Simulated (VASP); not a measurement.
# Ba (Pm-3m) in VASP: a series of runs, part 2 of 2

VASP 6.6.1. The steps go on from the part before.

### 6 Single point, PBEsol (volume scaled by 0.8)

Input file INCAR:

```
SYSTEM = Ba
PREC = Accurate
ENCUT = 520
EDIFF = 1E-7
ISMEAR = 0
SIGMA = 0.02
LREAL = .FALSE.
LASPH = .TRUE.
NELM = 100
ALGO = Normal
ISIF = 2
LWAVE = .FALSE.
LCHARG = .FALSE.
GGA = PS
NBANDS = 11
```

Input file KPOINTS:

```
Automatic mesh
0
G
  7 7 7
  0 0 0
```

Input file POSCAR:

```
Ba
1.0
    3.6368867978      0.0000000000      0.0000000000
    0.0000000000      3.6368867978      0.0000000000
    0.0000000000      0.0000000000      3.6368867978
Ba
1
Direct
    0.0000000000      0.0000000000      0.0000000000
```

Potentials or basis: VASP PAW PBE potentials, release 64 (Ba_sv).

Started as:

```
> cat potpaw_PBE.64/Ba_sv/POTCAR > POTCAR
> mpirun -np 1 vasp_std > vasp.out
```

OUTCAR:

```text
SYSTEM = Ba
   PREC = Accurate
   ENCUT = 520
   EDIFF = 1E-7
   ISMEAR = 0
   LREAL = .FALSE.
   LASPH = .TRUE.
   NELM = 100
   ISIF = 2
   GGA = PS

 ion  position               nearest neighbor table
   1  0.000  0.000  0.000-

  LATTYP: Found a simple cubic cell.
 ALAT       =     3.6368867978

  Lattice vectors:

 A1 = (   3.6368867978,   0.0000000000,   0.0000000000)
 A2 = (   0.0000000000,   3.6368867978,   0.0000000000)
 A3 = (   0.0000000000,   0.0000000000,   3.6368867978)

Analysis of symmetry for initial positions (statically):
=====================================================================
 Subroutine PRICEL returns:
 Original cell was already a primitive cell.

 Routine SETGRP: Setting up the symmetry group for a
 simple cubic supercell.

 Subroutine GETGRP returns: Found 48 space group operations
 (whereof 48 operations were pure point group operations)
 out of a pool of 48 trial point group operations.

The static configuration has the point symmetry O_h .

Analysis of symmetry for dynamics (positions and initial velocities):
=====================================================================
 Subroutine PRICEL returns:
 Original cell was already a primitive cell.

 Routine SETGRP: Setting up the symmetry group for a
 simple cubic supercell.

 Subroutine GETGRP returns: Found 48 space group operations
 (whereof 48 operations were pure point group operations)
 out of a pool of 48 trial point group operations.

The dynamic configuration has the point symmetry O_h .

 Subroutine INISYM returns: Found 48 space group operations
 (whereof 48 operations are pure point group operations),
 and found     1 'primitive' translations

----------------------------------------------------------------------------------------

                                     Primitive cell

  volume of cell :      48.1049

  direct lattice vectors                    reciprocal lattice vectors
     3.636886798  0.000000000  0.000000000     0.274960442  0.000000000  0.000000000
     0.000000000  3.636886798  0.000000000     0.000000000  0.274960442  0.000000000
     0.000000000  0.000000000  3.636886798     0.000000000  0.000000000  0.274960442

  length of vectors
     3.636886798  3.636886798  3.636886798     0.274960442  0.274960442  0.274960442

  position of ions in fractional coordinates (direct lattice)
     0.000000000  0.000000000  0.000000000

  ion indices of the primitive-cell ions
   primitive index   ion index
                 1           1

----------------------------------------------------------------------------------------

 KPOINTS: Automatic mesh

Automatic generation of k-mesh.
 Grid dimensions read from file:
 generate k-points for:    7    7    7

 Generating k-lattice:

  Cartesian coordinates                     Fractional coordinates (reciprocal lattice)
     0.039280063  0.000000000  0.000000000     0.142857143  0.000000000  0.000000000
     0.000000000  0.039280063  0.000000000     0.000000000  0.142857143  0.000000000
     0.000000000  0.000000000  0.039280063     0.000000000  0.000000000  0.142857143

  Length of vectors
     0.039280063  0.039280063  0.039280063

  Shift w.r.t. Gamma in fractional coordinates (k-lattice)
     0.000000000  0.000000000  0.000000000

 Subroutine IBZKPT returns following result:
 ===========================================

 Found     20 irreducible k-points:

 Following reciprocal coordinates:
            Coordinates               Weight
  0.000000  0.000000  0.000000      1.000000
  0.142857  0.000000  0.000000      6.000000
  0.285714  0.000000  0.000000      6.000000
  0.428571  0.000000  0.000000      6.000000
  0.142857  0.142857  0.000000     12.000000
  0.285714  0.142857  0.000000     24.000000
[... 12 lines left out ...]
  0.428571  0.428571  0.285714     24.000000
  0.428571  0.428571  0.428571      8.000000
   k-points           NKPTS =     20   k-points in BZ     NKDIM =     20   number of bands    NBANDS=     11
   number of dos      NEDOS =    301   number of ions     NIONS =      1
   total plane-waves  NPLWV =  21952
   dimension x,y,z NGX =    28 NGY =   28 NGZ =   28
   dimension x,y,z NGXF=    56 NGYF=   56 NGZF=   56
   ions per type =               1
   NGX,Y,Z   is equivalent  to a cutoff of  12.80, 12.80, 12.80 a.u.
   NGXF,Y,Z  is equivalent  to a cutoff of  25.60, 25.60, 25.60 a.u.
 SYSTEM =  Ba
   PREC   = accura    normal or accurate (medium, high low for compatibility)
   ISTART =      0    job   : 0-new  1-cont  2-samecut
   ICHARG =      2    charge: 1-file 2-atom 10-const
   ISPIN  =      1    spin polarized calculation?
   LNONCOLLINEAR =      F non collinear calculations
   LSORBIT =      F    spin-orbit coupling
   LASPH  =      T    aspherical Exc in radial PAW
   ENCUT  =  520.0 eV  38.22 Ry    6.18 a.u.   6.76  6.76  6.76*2*pi/ulx,y,z
   NELM   =    100;   NELMIN=  2; NELMDL= -5     # of ELM steps
   EDIFF  = 0.1E-06   stopping-criterion for ELM
   LREAL  =      F    real-space projection
   EDIFFG = 0.1E-05   stopping-criterion for IOM
   NSW    =      0    number of steps for IOM
   IBRION =     -1    ionic relax: 0-MD 1-quasi-New 2-CG
   NFREE  =      0    steps in history (QN), initial steepest desc. (CG)
   ISIF   =      2    stress and relaxation
   ISYM   =      2    0-nonsym 1-usesym 2-fastsym
   POTIM  = 0.5000    time-step for ionic-motion
   TEBEG  =    0.0;   TEEND  =   0.0 temperature during run
   PSTRESS=    0.0 pullay stress
   NELECT =      10.0000    total number of electrons
   NUPDOWN=      -1.0000    fix difference up-down
   EMIN   =  10.00;   EMAX   =-10.00  energy-range for DOS
   EFERMI =   0.00;   METHOD = LEGACY
   ISMEAR =     0;   SIGMA  =   0.02  broadening in eV -4-tet -1-fermi 0-gaus
   EFERMI_NEDOS =   21; number of points for ismear=-14 and -15
   IALGO  =     38    algorithm
   IMIX   =      4    mixing-type and parameters
     AMIX     =   0.40;   BMIX     =  1.00
     AMIX_MAG =   1.60;   BMIX_MAG =  1.00
  volume/ion in A,a.u.               =      48.10       324.63
  Fermi-wavevector in a.u.,A,eV,Ry     =   0.969792  1.832640 12.796219  0.940496
  Thomas-Fermi vector in A             =   2.099873
   LORBIT       =      0    0 simple, 1 ext, 2 COOP (PROOUT), +10 PAW based schemes
   GGA     = PS    functional components
   LHFCALC =     F    Hartree Fock is set to
   AEXX    =    0.0000 exact exchange contribution
   IVDW    =     0    specifies the selected vdW correction
   LEPSILON=     F    determine dielectric tensor
   LRPA    =     F    only Hartree local field effects (RPA)
 non-spin polarized calculation
 Gauss-broadening in eV      SIGMA  =   0.02
  energy-cutoff  :      520.00
  volume of cell :       48.10
 maximum number of plane-waves:      1309
 NGX is ok and might be reduce to    28
   NGX = 13   NGY = 13   NGZ = 13

 number of electron      10.0000002 magnetization

 Free energy of the ion-electron system (eV)
  ---------------------------------------------------
  ext. energy  EPLUGINS =         0.00000000
  ---------------------------------------------------
  free energy    TOTEN  =        -1.81003243 eV

  energy without entropy =       -1.81002979  energy(sigma->0) =       -1.81003111

 E-fermi :   2.4276     XC(G=0):  -8.4207

 val. band max:        2.3826627779   @ k =   0.1429   0.0000   0.0000
 cond. band min:       2.4780250194   @ k =   0.4286   0.1429   0.1429
 fundamental gap:      0.0953622414
 Fermi energy:         2.4276439207

 k-point     1 :       0.0000    0.0000    0.0000
  band No.  band energies     occupation
      1     -26.4480      2.00000
      2     -10.9379      2.00000
      3     -10.9379      2.00000
      4     -10.9379      2.00000
      5      -0.1356      2.00000
      6       2.2637      2.00000
      7       2.2637      2.00000
      8       8.6842      0.00000
      9       8.6842      0.00000
     10       8.6842      0.00000
     11      11.5821      0.00000
[... 253 lines left out ...]
 k-point    20 :       0.4286    0.4286    0.4286
  band No.  band energies     occupation
      1     -26.0347      2.00000
      2     -11.8828      2.00000
      3     -11.8724      2.00000
      4     -11.8724      2.00000
      5       2.0910      2.00000
      6       2.3371      2.00000
      7       2.3371      2.00000
      8       7.1952      0.00000
      9       9.3533      0.00000
     10       9.3533      0.00000
     11      10.4615      0.00000

------------------------ aborting loop because EDIFF is reached ----------------------------------------

  FORCE on cell =-STRESS in cart. coord.  units (eV):
  Direction    XX          YY          ZZ          XY          YZ          ZX
  --------------------------------------------------------------------------------------
  -------------------------------------------------------------------------------------
  Total        0.3790944      0.3790944      0.3790944     -0.0000000     -0.0000000     -0.0000000
  in kB       12.6260812     12.6260812     12.6260812     -0.0000000     -0.0000000     -0.0000000
  external PRESSURE =      12.6260812 kB  Pullay stress =       0.0000000 kB

 VOLUME and BASIS-vectors are now :
 -----------------------------------------------------------------------------
  energy-cutoff  :      520.00
  volume of cell :       48.10
      direct lattice vectors                 reciprocal lattice vectors
     3.636886798  0.000000000  0.000000000     0.274960442  0.000000000  0.000000000
     0.000000000  3.636886798  0.000000000     0.000000000  0.274960442  0.000000000
     0.000000000  0.000000000  3.636886798     0.000000000  0.000000000  0.274960442

 POSITION                                       TOTAL-FORCE (eV/Angst)
 -----------------------------------------------------------------------------------
      0.00000      0.00000      0.00000         0.000000      0.000000      0.000000
 -----------------------------------------------------------------------------------
    total drift:                               -0.000000      0.000000     -0.000000

  FREE ENERGIE OF THE ION-ELECTRON SYSTEM (eV)
  ---------------------------------------------------
  free  energy   TOTEN  =        -1.8100324255 eV

  energy  without entropy=       -1.8100297856  energy(sigma->0) =       -1.81003111
```

stdout:

```text
POSCAR found type information on POSCAR Ba
 POSCAR found :  1 types and       1 ions
 scaLAPACK will be used
 -----------------------------------------------------------------------------
|                                                                             |
|                                                                             |
|     You enforced a specific xc type in the INCAR file but a different       |
|     I HOPE YOU KNOW WHAT YOU ARE DOING!                                     |
|                                                                             |
 -----------------------------------------------------------------------------

 LDA part: xc-table for (Slater+PW92), standard interpolation
 POSCAR, INCAR and KPOINTS ok, starting setup
 FFT: planning ... GRIDC
 FFT: planning ... GRID_SOFT
 FFT: planning ... GRID
 WAVECAR not read
 entering main loop
```

Run time: 5.2 s. Hardware: 1 thread of Intel Xeon Platinum 8488C (Sapphire Rapids), shared host; peak memory 0.15 GiB.

Results:

| Item | Value |
| --- | --- |
| Free energy | -1.8100 eV |
| Pressure | 1.3 GPa |
| Band gap on the k mesh | zero (band 5 reaches 2.48 eV, above the bottom of band 6 at 2.26 eV) |

Caveat: the PAW data sets were made with another functional, which shifts forces and pressure a little; spin-orbit coupling is left out, which moves the levels of the heavy elements.

### 7 Summary

| task | level | potentials or basis | cell | cutoff (eV) | smearing | gap on the mesh (eV) | pressure (GPa) |
| --- | --- | --- | --- | --- | --- | --- | --- |
| relaxation of cell and atoms | r2SCAN | VASP PAW PBE potentials, release 64 (Ba_sv) | relaxed to 10 GPa from a = 3.918 Å, 1 atom | 600 | fermi-dirac 0.05 eV | none | 10.0 |
| relaxation of cell and atoms | r2SCAN | VASP PAW PBE potentials, release 64 (Ba_sv) | relaxed to 20 GPa from a = 3.918 Å, 1 atom | 600 | fermi-dirac 0.05 eV | none | 20.0 |
| relaxation of cell and atoms | r2SCAN | VASP PAW PBE potentials, release 64 (Ba_sv) | relaxed to 30 GPa from a = 3.918 Å, 1 atom | 600 | fermi-dirac 0.05 eV | none | 30.0 |
| single point | LDA | VASP PAW LDA potentials, release 64 (Ba_sv) | a = 3.637 Å, 1 atom | 520 | gaussian 0.02 eV | none | 0.3 |
| single point | PBEsol | VASP PAW PBE potentials, release 64 (Ba_sv) | a = 3.637 Å, 1 atom | 520 | gaussian 0.02 eV | none | 1.3 |

Alike in all rows: no spin polarisation; k mesh 7 × 7 × 7.

Caveats: spin-orbit coupling is left out, which moves the levels of the heavy elements; the PAW data sets were made with another functional, which shifts forces and pressure a little (some runs); the cell is relaxed towards a set pressure, so the enthalpy falls and the energy may rise (some runs).

Total energies depend on the potentials used, so only differences within one code and one set of settings carry meaning.
